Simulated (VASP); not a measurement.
# Ti (P6/mmm) in VASP: a series of runs, part 2 of 2

VASP 6.6.1. Earlier steps stand in the parts before.

## (3) Relaxation of cell and atoms, PBEsol, target pressure 5 GPa, at which the enthalpy is minimised

This run uses another cell than the first one, of 15.83 Å³/atom.

INCAR reads:

```
PREC = Accurate
ENCUT = 600
EDIFF = 1E-6
ISMEAR = 0
SIGMA = 0.1
LREAL = False
LASPH = True
NELM = 80
ALGO = Fast
ISIF = 3
LWAVE = False
LCHARG = False
GGA = PS
IBRION = 2
NSW = 70
EDIFFG = -0.008
PSTRESS = 50.0
```

KPOINTS reads:

```
Automatic mesh
0
Gamma
  12 12 14
```

POSCAR reads:

```
Ti
1.0
    4.4545679873      0.0000000000      0.0000000000
   -2.2272839937      3.8577690399      0.0000000000
    0.0000000000      0.0000000000      2.7641240317
Ti
3
Direct
    0.0000000000      0.0000000000      0.0000000000
    0.3333333333      0.6666666667      0.5000000000
    0.6666666667      0.3333333333      0.5000000000
```

Potentials or basis: VASP PAW PBE potentials, release 64 (Ti_sv).

Launch:

```
$ cat potpaw_PBE.64/Ti_sv/POTCAR > POTCAR
$ mpirun -np 1 vasp_std > vasp.out
```

OUTCAR:

```text
PREC = Accurate
   ENCUT = 600
   EDIFF = 1E-6
   ISMEAR = 0
   LREAL = False
   LASPH = True
   NELM = 80
   ISIF = 3
   GGA = PS
   IBRION = 2
   NSW = 70
   EDIFFG = -0.008
   PSTRESS = 50.0

 ion  position               nearest neighbor table
   1  0.000  0.000  0.000-   2 2.92   3 2.92   2 2.92   3 2.92   3 2.92   3 2.92   2 2.92   2 2.92
                             3 2.92   3 2.92   2 2.92   2 2.92
   2  0.333  0.667  0.500-   3 2.57   3 2.57   3 2.57   1 2.92   1 2.92   1 2.92   1 2.92   1 2.92
                             1 2.92
   3  0.667  0.333  0.500-   2 2.57   2 2.57   2 2.57   1 2.92   1 2.92   1 2.92   1 2.92   1 2.92
                             1 2.92

  LATTYP: Found a hexagonal cell.
 ALAT       =     4.4545679873
 C/A-ratio  =     0.6205145010

  Lattice vectors:

 A1 = (   4.4545679873,   0.0000000000,   0.0000000000)
 A2 = (  -2.2272839937,   3.8577690399,   0.0000000000)
 A3 = (   0.0000000000,   0.0000000000,   2.7641240317)

Analysis of symmetry for initial positions (statically):
=====================================================================
 Subroutine PRICEL returns:
 Original cell was already a primitive cell.

 Routine SETGRP: Setting up the symmetry group for a
 hexagonal supercell.

 Subroutine GETGRP returns: Found 24 space group operations
[... 178 lines left out ...]
  Total        1.3578722      1.3578722      1.4204495     -0.0000000      0.0000000      0.0000000
  in kB       45.8004905     45.8004905     47.9111996     -0.0000000      0.0000000      0.0000000
  external PRESSURE =      -3.4959398 kB  Pullay stress =      50.0000000 kB
[... 100 lines left out ...]
  energy  without entropy=      -25.0207964359  energy(sigma->0) =      -25.02763806

  enthalpy is  TOTEN    =       -23.5554754018 eV   P V=        1.4790042836

[... ionic steps 4 to 7 ...]

--------------------------------------- Ionic step        8  -------------------------------------------

 number of electron      36.0000006 magnetization

------------------------ aborting loop because EDIFF is reached ----------------------------------------
[... 73 lines left out ...]
--------------------------------------- Ionic step       10  -------------------------------------------

 number of electron      36.0000006 magnetization

 Free energy of the ion-electron system (eV)
  ---------------------------------------------------
  ext. energy  EPLUGINS =         0.00000000
  ---------------------------------------------------
  free energy    TOTEN  =       -25.03499038 eV

  energy without entropy =      -25.02131076  energy(sigma->0) =      -25.02815057

 E-fermi :   9.1251     XC(G=0): -12.0945

 val. band max:        9.1183831164   @ k =   0.3333   0.1667   0.0714
 cond. band min:       9.1253010989   @ k =   0.4167   0.0833   0.1429
 fundamental gap:      0.0069179826
 Fermi energy:         9.1251195989

 k-point     1 :       0.0000    0.0000    0.0000
  band No.  band energies     occupation
      1     -47.3867      2.00000
      2     -47.1221      2.00000
      3     -46.9070      2.00000
      4     -23.8319      2.00000
      5     -23.8319      2.00000
      6     -23.7758      2.00000
[... 589 lines left out ...]
     21       9.8587      0.00000
     22      10.3309      0.00000

 [... further k-points ...]
[... 5 lines left out ...]
  --------------------------------------------------------------------------------------
  -------------------------------------------------------------------------------------
  Total        1.4841633      1.4841633      1.4830768     -0.0000000      0.0000000     -0.0000000
  in kB       50.1575318     50.1575318     50.1208165     -0.0000000      0.0000000     -0.0000000
  external PRESSURE =       0.1452934 kB  Pullay stress =      50.0000000 kB
[... 22 lines left out ...]
  energy  without entropy=      -25.0213107576  energy(sigma->0) =      -25.02815057

  enthalpy is  TOTEN    =       -23.5554884985 eV   P V=        1.4795018826

 reached required accuracy - stopping structural energy minimisation
```

OSZICAR:

```text
N       E                     dE             d eps       ncg     rms          rms(c)
DAV:   1     0.447672525282E+03    0.44767E+03   -0.20771E+04  6688   0.228E+03
DAV:   2     0.241338393579E+02   -0.42354E+03   -0.41937E+03  6700   0.602E+02
DAV:   3    -0.237530922995E+02   -0.47887E+02   -0.46951E+02 12756   0.169E+02
DAV:   4    -0.280414828137E+02   -0.42884E+01   -0.42636E+01 10078   0.434E+01
[... 124 lines left out ...]
RMM:   2    -0.250350204002E+02    0.52285E-04   -0.23246E-04  7821   0.158E-01    0.400E-02
RMM:   3    -0.250350087649E+02    0.11635E-04   -0.95854E-05  8111   0.942E-02    0.325E-02
RMM:   4    -0.250349879855E+02    0.20779E-04   -0.40081E-05  8138   0.590E-02    0.298E-03
RMM:   5    -0.250349898280E+02   -0.18425E-05   -0.22196E-05  7310   0.258E-02    0.230E-03
RMM:   6    -0.250349903811E+02   -0.55309E-06   -0.72908E-06  6016   0.144E-02
  10 F= -.23555488E+02 E0= -.23548649E+02  d E =-.841191E-05
```

Wall time 16 min (1 thread of Intel Xeon Platinum 8488C (Sapphire Rapids), shared host); peak memory 0.29 GiB.

What came out:

```
Free energy                                                : -25.0350 eV
Relaxed volume                                             : 15.80 Å³/atom
Relaxed cell                                               : a = 4.450 Å, b = 4.450 Å, c = 2.764 Å, α = 90.00°, β = 90.00°, γ = 120.00°
Space group after relaxing (to 0.1 Å)                      : P6/mmm (No. 191)
Energy change on relaxing (the run minimises the enthalpy) : +0.9 meV/atom
Ionic steps                                                : 10
Pressure after relaxing                                    : 5.0 GPa
Band gap on the k mesh                                     : zero (bands 18 and 19 overlap by 0.38 eV)
```

Step by step:
```tsv
step	energy change (eV)	largest force (eV/Å)	pressure (GPa)	volume (Å³)
1	0.0000	0.0000	4.65	47.50
2	0.0075	0.0000	5.47	47.26
3	0.0032	0.0000	5.19	47.39
4	0.0022	0.0000	5.01	47.43
5	0.0023	0.0000	5.00	47.42
6	0.0027	0.0000	4.96	47.41
7	0.0030	0.0000	5.03	47.40
8	0.0029	0.0000	5.03	47.40
9	0.0028	0.0000	5.03	47.41
10	0.0027	0.0000	5.01	47.41
```

Final structure:
```
Ti
1.0
     4.45008    0.00000    0.00000
    -2.22504    3.85388    0.00000
     0.00000    0.00000    2.76433
Ti
3
Cartesian
  0.0000 0.0000 0.0000
  0.0000 2.5693 1.3822
  2.2250 1.2846 1.3822
```

Caveat: the cell is relaxed towards a set pressure, so the run minimises the enthalpy, not the energy; the PAW data sets were made with another functional, which shifts forces and pressure a little.

## (4) Relaxation of cell and atoms, PBEsol

This run uses another cell than the first one, of 16.47 Å³/atom.

INCAR reads:

```
ALGO = Fast
EDIFF = 1E-6
EDIFFG = -0.001
ENCUT = 600
GGA = PS
IBRION = 2
ISIF = 3
ISMEAR = -1
LASPH = True
LCHARG = False
LREAL = False
LWAVE = False
NELM = 80
NSW = 80
PREC = Accurate
SIGMA = 0.15
```

KPOINTS reads:

```
k-points
0
Gamma
  12 12 14
```

POSCAR reads:

```
Ti
1.0
    4.5152900513      0.0000000000      0.0000000000
   -2.2576450256      3.9103558898      0.0000000000
    0.0000000000      0.0000000000      2.7987936488
Ti
3
Direct
    0.0000000000      0.0000000000      0.0000000000
    0.3333333333      0.6666666667      0.5000000000
    0.6666666667      0.3333333333      0.5000000000
```

Launch:

```
$ cat potpaw_PBE.64/Ti_sv/POTCAR > POTCAR
$ mpirun -np 1 vasp_std > vasp.out
```

Run time: 17 min. Hardware: 1 thread of Oxide Virtual Turin-like, shared host; peak memory 0.26 GiB.

It converged, with:

```
Free energy                           : -25.1728 eV
Relaxed volume                        : 16.49 Å³/atom
Relaxed cell                          : a = 4.521 Å, b = 4.521 Å, c = 2.795 Å, α = 90.00°, β = 90.00°, γ = 120.00°
Space group after relaxing (to 0.1 Å) : P6/mmm (No. 191)
Energy gained by relaxing             : 0.1 meV/atom
Ionic steps                           : 4
Pressure after relaxing               : 0.0 GPa
Band gap on the k mesh                : zero (bands 18 and 19 overlap by 0.32 eV)
```

The path:
```csv
step,energy change (eV),largest force (eV/Å),pressure (GPa),volume (Å³)
1,0.0000,0.0000,0.01,49.42
2,-0.0003,0.0000,0.06,49.43
3,-0.0003,0.0000,0.06,49.43
4,-0.0003,0.0000,-0.01,49.47
```

Final structure:
```
Ti
1.0
     4.52075    0.00000    0.00000
    -2.26038    3.91509    0.00000
     0.00000    0.00000    2.79520
Ti
3
Direct
  0.00000 0.00000 0.00000
  0.33333 0.66667 0.50000
  0.66667 0.33333 0.50000
```

Levels at points of the mesh, in eV from the Fermi level:
```tsv
k point	band 16	band 17	band 18	band 19	band 20	band 21
(0.00, 0.00, 0.00)	-0.67	-0.59	-0.59	-0.01	0.74	1.38
(0.50, 0.00, 0.00)	-0.42	-0.40	-0.35	0.10	0.59	1.11
(0.00, 0.00, 0.50)	-1.68	-1.66	-1.66	1.11	1.11	1.33
(0.50, 0.00, 0.50)	-1.19	-0.65	-0.63	0.40	0.91	1.06
```

Caveat: the PAW data sets were made with another functional, which shifts forces and pressure a little.

## (5) The runs side by side

```tsv
cell	smearing	gap on the mesh (eV)	pressure (GPa)
relaxed to 10 GPa from a = 4.402, b = 4.402, c = 2.734 Å, angles 90.0, 90.0, 120.0°, 3 atoms	gaussian 0.1 eV	none	10.0
relaxed to 5 GPa from a = 4.455, b = 4.455, c = 2.764 Å, angles 90.0, 90.0, 120.0°, 3 atoms	gaussian 0.1 eV	none	5.0
relaxed from a = 4.515, b = 4.515, c = 2.799 Å, angles 90.0, 90.0, 120.0°, 3 atoms	fermi-dirac 0.15 eV	none	0.0
```

Alike in all rows: task relaxation of cell and atoms; level PBEsol; potentials or basis VASP PAW PBE potentials, release 64 (Ti_sv); no spin polarisation; k mesh 12 × 12 × 14; cutoff (eV) 600.

Caveats: the PAW data sets were made with another functional, which shifts forces and pressure a little; the cell is relaxed towards a set pressure, so the run minimises the enthalpy, not the energy (at least some runs).

Absolute energies hang on the potentials; compare differences alone.
